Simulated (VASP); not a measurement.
# CsI (Pm-3m) in VASP: notebook, part 2 of 2

VASP 6.6.1.

## Step 3: Single point, PBE-based global hybrid with 75 % exact exchange

Contents of POSCAR:

```
CsI
1.0
    4.6080834570      0.0000000000      0.0000000000
    0.0000000000      4.6080834570      0.0000000000
    0.0000000000      0.0000000000      4.6080834570
Cs I
1 1
Direct
    0.0000000000      0.0000000000      0.0000000000
    0.5000000000      0.5000000000      0.5000000000
```

Contents of INCAR.step1:

```
PREC = Accurate
ENCUT = 400
EDIFF = 1E-5
ISMEAR = 0
SIGMA = 0.01
LREAL = F
LASPH = T
NELM = 120
ALGO = Normal
ISIF = 2
LWAVE = T
LCHARG = F
GGA = PE
NBANDS = 15
GGA_COMPAT = F
```

Contents of INCAR.step2:

```
PREC = Accurate
ENCUT = 400
EDIFF = 1E-6
ISMEAR = 0
SIGMA = 0.01
LREAL = F
LASPH = T
NELM = 120
ALGO = Normal
ISIF = 2
LWAVE = F
LCHARG = F
GGA = PE
LHFCALC = T
AEXX = 0.75
PRECFOCK = Normal
ISTART = 1
NBANDS = 15
GGA_COMPAT = F
```

Contents of KPOINTS:

```
Automatic mesh
0
Gamma
  4 4 4
```

Potentials or basis: VASP PAW PBE potentials, release 64 (Cs_sv, I).

Run with:

```sh
$ cat potpaw_PBE.64/Cs_sv/POTCAR potpaw_PBE.64/I/POTCAR > POTCAR
$ cp INCAR.step1 INCAR
$ mpirun -np 1 vasp_std > vasp.out
$ cp INCAR.step2 INCAR
$ mpirun -np 1 vasp_std > vasp.out
```

OUTCAR:

```text
PREC = Accurate
   ENCUT = 400
   EDIFF = 1E-6
   ISMEAR = 0
   LREAL = F
   LASPH = T
   NELM = 120
   ISIF = 2
   GGA = PE
   LHFCALC = T
   AEXX = 0.75
   PRECFOCK = Normal
   ISTART = 1

 ion  position               nearest neighbor table
   1  0.000  0.000  0.000-
   2  0.500  0.500  0.500-

  LATTYP: Found a simple cubic cell.
 ALAT       =     4.6080834570

  Lattice vectors:

 A1 = (   4.6080834570,   0.0000000000,   0.0000000000)
 A2 = (   0.0000000000,   4.6080834570,   0.0000000000)
 A3 = (   0.0000000000,   0.0000000000,   4.6080834570)

Analysis of symmetry for initial positions (statically):
=====================================================================
 Subroutine PRICEL returns:
 Original cell was already a primitive cell.

 Routine SETGRP: Setting up the symmetry group for a
 simple cubic supercell.

 Subroutine GETGRP returns: Found 48 space group operations
 (whereof 48 operations were pure point group operations)
 out of a pool of 48 trial point group operations.

The static configuration has the point symmetry O_h .

Analysis of symmetry for dynamics (positions and initial velocities):
=====================================================================
 Subroutine PRICEL returns:
 Original cell was already a primitive cell.

 Routine SETGRP: Setting up the symmetry group for a
 simple cubic supercell.

 Subroutine GETGRP returns: Found 48 space group operations
 (whereof 48 operations were pure point group operations)
 out of a pool of 48 trial point group operations.

The dynamic configuration has the point symmetry O_h .

 Subroutine INISYM returns: Found 48 space group operations
 (whereof 48 operations are pure point group operations),
 and found     1 'primitive' translations

----------------------------------------------------------------------------------------

                                     Primitive cell

  volume of cell :      97.8500

  direct lattice vectors                    reciprocal lattice vectors
     4.608083457  0.000000000  0.000000000     0.217009959  0.000000000  0.000000000
     0.000000000  4.608083457  0.000000000     0.000000000  0.217009959  0.000000000
     0.000000000  0.000000000  4.608083457     0.000000000  0.000000000  0.217009959

  length of vectors
     4.608083457  4.608083457  4.608083457     0.217009959  0.217009959  0.217009959

  position of ions in fractional coordinates (direct lattice)
     0.000000000  0.000000000  0.000000000
     0.500000000  0.500000000  0.500000000

  ion indices of the primitive-cell ions
   primitive index   ion index
                 1           1
                 2           2

----------------------------------------------------------------------------------------

 KPOINTS: Automatic mesh

Automatic generation of k-mesh.
 Grid dimensions read from file:
 generate k-points for:    4    4    4

 Generating k-lattice:

  Cartesian coordinates                     Fractional coordinates (reciprocal lattice)
     0.054252490  0.000000000  0.000000000     0.250000000  0.000000000  0.000000000
[... 30 lines left out ...]
   dimension x,y,z NGXF=    60 NGYF=   60 NGZF=   60
   ions per type =               1   1
   NGX,Y,Z   is equivalent  to a cutoff of  10.82, 10.82, 10.82 a.u.
   NGXF,Y,Z  is equivalent  to a cutoff of  21.65, 21.65, 21.65 a.u.
 SYSTEM =  unknown system
   PREC   = accura    normal or accurate (medium, high low for compatibility)
   ISTART =      1    job   : 0-new  1-cont  2-samecut
   ICHARG =      0    charge: 1-file 2-atom 10-const
   ISPIN  =      1    spin polarized calculation?
   LNONCOLLINEAR =      F non collinear calculations
   LSORBIT =      F    spin-orbit coupling
   LASPH  =      T    aspherical Exc in radial PAW
   ENCUT  =  400.0 eV  29.40 Ry    5.42 a.u.   7.51  7.51  7.51*2*pi/ulx,y,z
   NELM   =    120;   NELMIN=  2; NELMDL=  0     # of ELM steps
   EDIFF  = 0.1E-05   stopping-criterion for ELM
   LREAL  =      F    real-space projection
   EDIFFG = 0.1E-04   stopping-criterion for IOM
   NSW    =      0    number of steps for IOM
   IBRION =     -1    ionic relax: 0-MD 1-quasi-New 2-CG
   NFREE  =      0    steps in history (QN), initial steepest desc. (CG)
   ISIF   =      2    stress and relaxation
   ISYM   =      3    0-nonsym 1-usesym 2-fastsym
   POTIM  = 0.5000    time-step for ionic-motion
   TEBEG  =    0.0;   TEEND  =   0.0 temperature during run
   PSTRESS=    0.0 pullay stress
   NELECT =      16.0000    total number of electrons
   NUPDOWN=      -1.0000    fix difference up-down
   EMIN   =  10.00;   EMAX   =-10.00  energy-range for DOS
   EFERMI =   0.00;   METHOD = LEGACY
   ISMEAR =     0;   SIGMA  =   0.01  broadening in eV -4-tet -1-fermi 0-gaus
   EFERMI_NEDOS =   21; number of points for ismear=-14 and -15
   IALGO  =     38    algorithm
   IMIX   =      1    mixing-type and parameters
     AMIX     =   0.40;   BMIX     =  1.00
     AMIX_MAG =   1.60;   BMIX_MAG =  1.00
  volume/ion in A,a.u.               =      48.93       330.16
  Fermi-wavevector in a.u.,A,eV,Ry     =   0.895216  1.691713 10.903867  0.801412
  Thomas-Fermi vector in A             =   2.017520
   LORBIT       =      0    0 simple, 1 ext, 2 COOP (PROOUT), +10 PAW based schemes
   GGA     = PE    functional components
   LHFCALC =     T    Hartree Fock is set to
   PRECFOCK=normal    Normal, Fast or Accurate (Low or Medium for compatibility)
   ENCUT4O =  -1.0   cutoff for four orbital integrals eV
   NKREDX  =     1    reduce k-point grid by
   NKREDY  =     1    reduce k-point grid by
   NKREDZ  =     1    reduce k-point grid by
   AEXX    =    0.7500 exact exchange contribution
   HFSCREEN=    0.0000 screening length (either q_TF or 0.3 A-1)
   HFSCREENC=   0.0000 screening length for correlation (either q_TF or 0.3 A-1)
   ENCUTFOCK=  -1.0 apply spherical cutoff to Coloumb kernel
   IVDW    =     0    specifies the selected vdW correction
   LEPSILON=     F    determine dielectric tensor
   LRPA    =     F    only Hartree local field effects (RPA)
 non-spin polarized calculation
 Gauss-broadening in eV      SIGMA  =   0.01
  energy-cutoff  :      400.00
  volume of cell :       97.85
 maximum number of plane-waves:      1800
  NGX = 24; NGY = 24; NGZ = 24

 number of electron      16.0000010 magnetization

 Free energy of the ion-electron system (eV)
  ---------------------------------------------------
  ext. energy  EPLUGINS =         0.00000000
  ---------------------------------------------------
  free energy    TOTEN  =       -10.04485775 eV

  energy without entropy =      -10.04485775  energy(sigma->0) =      -10.04485775

 E-fermi :  -2.6442     XC(G=0):  -2.8787

 val. band max:       -2.6942223426   @ k =   0.5000   0.5000   0.0000
 cond. band min:       6.3151097838   @ k =   0.0000   0.0000   0.0000
 fundamental gap:      9.0093321265
 Fermi energy:        -2.6441515855

 k-point     1 :       0.0000    0.0000    0.0000
  band No.  band energies     occupation
      1     -27.5002      2.00000
      2     -16.0436      2.00000
      3     -11.1137      2.00000
      4     -11.1137      2.00000
      5     -11.1136      2.00000
      6      -2.8113      2.00000
      7      -2.8113      2.00000
      8      -2.8113      2.00000
      9       6.3151      0.00000
     10       6.6900      0.00000
     11       6.6900      0.00000
     12      10.9938      0.00000
     13      10.9938      0.00000
     14      10.9938      0.00000
[... 149 lines left out ...]
      2     -15.6723      2.00000
      3     -11.3664      2.00000
      4     -11.3664      2.00000
      5     -11.3664      2.00000
      6      -4.2226      2.00000
      7      -4.2226      2.00000
      8      -4.2226      2.00000
      9       9.7414      0.00000
     10       9.7414      0.00000
     11       9.7414      0.00000
     12      11.0245      0.00000
     13      11.0245      0.00000
     14      11.0245      0.00000
     15      13.5007      0.00000

------------------------ aborting loop because EDIFF is reached ----------------------------------------

  FORCE on cell =-STRESS in cart. coord.  units (eV):
  Direction    XX          YY          ZZ          XY          YZ          ZX
  --------------------------------------------------------------------------------------
  -------------------------------------------------------------------------------------
  Total       -0.3554299     -0.3554299     -0.3554299      0.0000000      0.0000000     -0.0000000
  in kB       -5.8197396     -5.8197396     -5.8197396      0.0000000      0.0000000     -0.0000000
  external PRESSURE =      -5.8197396 kB  Pullay stress =       0.0000000 kB

 VOLUME and BASIS-vectors are now :
 -----------------------------------------------------------------------------
  energy-cutoff  :      400.00
  volume of cell :       97.85
      direct lattice vectors                 reciprocal lattice vectors
     4.608083457  0.000000000  0.000000000     0.217009959  0.000000000  0.000000000
     0.000000000  4.608083457  0.000000000     0.000000000  0.217009959  0.000000000
     0.000000000  0.000000000  4.608083457     0.000000000  0.000000000  0.217009959

 POSITION                                       TOTAL-FORCE (eV/Angst)
 -----------------------------------------------------------------------------------
      0.00000      0.00000      0.00000         0.000000      0.000000      0.000000
      2.30404      2.30404      2.30404         0.000000      0.000000      0.000000
 -----------------------------------------------------------------------------------
    total drift:                                0.000006      0.000006      0.000006

  FREE ENERGIE OF THE ION-ELECTRON SYSTEM (eV)
  ---------------------------------------------------
  free  energy   TOTEN  =       -10.0448577520 eV

  energy  without entropy=      -10.0448577520  energy(sigma->0) =      -10.04485775
```

OUTCAR.step1:

```text
PREC = Accurate
   ENCUT = 400
   EDIFF = 1E-5
   ISMEAR = 0
   LREAL = F
   LASPH = T
[... 383 lines left out ...]
 -----------------------------------------------------------------------------------
      0.00000      0.00000      0.00000         0.000000      0.000000      0.000000
      2.30404      2.30404      2.30404         0.000000      0.000000      0.000000
 -----------------------------------------------------------------------------------
    total drift:                                0.000000     -0.000000     -0.000000

  FREE ENERGIE OF THE ION-ELECTRON SYSTEM (eV)
  ---------------------------------------------------
  free  energy   TOTEN  =        -5.4349309774 eV

  energy  without entropy=       -5.4349309774  energy(sigma->0) =       -5.43493098
```

It took 9.8 min on 1 thread of Intel Xeon Platinum 8259CL at 2.50GHz (Skylake/Cascade Lake), shared host; peak memory 0.19 GiB.

Results:

* Free energy: -10.0449 eV
* Pressure: -0.6 GPa
* Band gap on the k mesh: 9.01 eV (least direct gap 9.13 eV)

Caveat: the PAW data sets were made with another functional, which shifts forces and pressure a little; spin-orbit coupling is left out, which moves the levels of the heavy elements. A k mesh can miss the band edges.
